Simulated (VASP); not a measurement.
Crystal: TiAl3.

```
Ti Al
1.0
     4.27415    0.00000    0.00000
     0.00000    4.27415    0.00000
     0.00000    0.00000    3.50245
Ti Al
1 3
Direct
  0.50000 0.50000 0.27309
  0.00000 0.50000 0.02372
  0.50000 0.00000 0.02372
  0.00000 0.00000 0.85025
```

| Property | Result |
| --- | --- |
| Program | VASP 6.6.1 |
| Task | relaxation of cell and atoms |
| Functional | PBE |
| Potentials or basis | VASP PAW PBE potentials, release 64 (Ti_sv, Al) |
| Cutoff | 600 eV |
| k mesh | 5 × 5 × 6 |
| Occupations | gaussian, width 0.2 eV |
| Spin | no spin polarisation |

At the start: pressure 35.0 GPa; volume 16.00 Å³/atom.

**Question.** Where does the relaxation end?

**Answer.** Over 22 steps the energy falls by 1570.2 meV/atom and the volume is 16.51 Å³/atom (+3.2 %); space group P4/mmm (No. 123, to 0.05 Å).

Step by step:
```tsv
step	energy change (eV)	largest force (eV/Å)	pressure (GPa)	volume (Å³)
1	0.0000	4.5861	35.03	63.98
2	-3.1448	0.5461	-10.17	100.47
3	-3.4466	1.2834	-4.45	87.76
4	-3.4500	1.2074	-5.07	88.74
5	-4.1065	1.4669	-4.78	82.62
6	-5.1993	1.7851	1.48	70.29
7	-5.1427	1.6877	5.42	67.50
8	-5.2016	1.7646	2.65	69.35
9	-5.4875	1.0842	1.14	69.71
10	-5.5401	0.9796	0.75	69.94
11	-5.7747	0.9406	-1.31	70.53
12	-5.8912	0.9047	-3.10	71.21
13	-6.0298	0.7989	-1.39	69.04
14	-6.1790	0.6874	3.29	64.60
15	-6.1832	0.6279	4.77	63.49
16	-6.2660	0.2642	1.50	65.03
17	-6.2705	0.2324	0.72	65.49
18	-6.2756	0.1474	0.11	65.97
19	-6.2772	0.1299	-0.61	66.57
20	-6.2773	0.1333	-0.49	66.45
21	-6.2800	0.0945	-0.06	66.22
22	-6.2807	0.0715	0.29	66.04
```

Final structure:
```cif
data_structure
_symmetry_space_group_name_H-M 'P 1'
_symmetry_Int_Tables_number 1
_cell_length_a 4.8100
_cell_length_b 4.8100
_cell_length_c 2.8545
_cell_angle_alpha 90.000
_cell_angle_beta 90.000
_cell_angle_gamma 90.000
_cell_volume 66.04
loop_
_atom_site_label
_atom_site_type_symbol
_atom_site_fract_x
_atom_site_fract_y
_atom_site_fract_z
_atom_site_occupancy
Ti1 Ti 0.50000 0.50000 0.54423 1
Al1 Al 0.00000 0.50000 0.03989 1
Al2 Al 0.50000 0.00000 0.03989 1
Al3 Al 0.00000 0.00000 0.54678 1
```

Caveat: the relaxation stopped at a loose force limit of 0.08 eV/Å, so its end isn't a converged minimum.
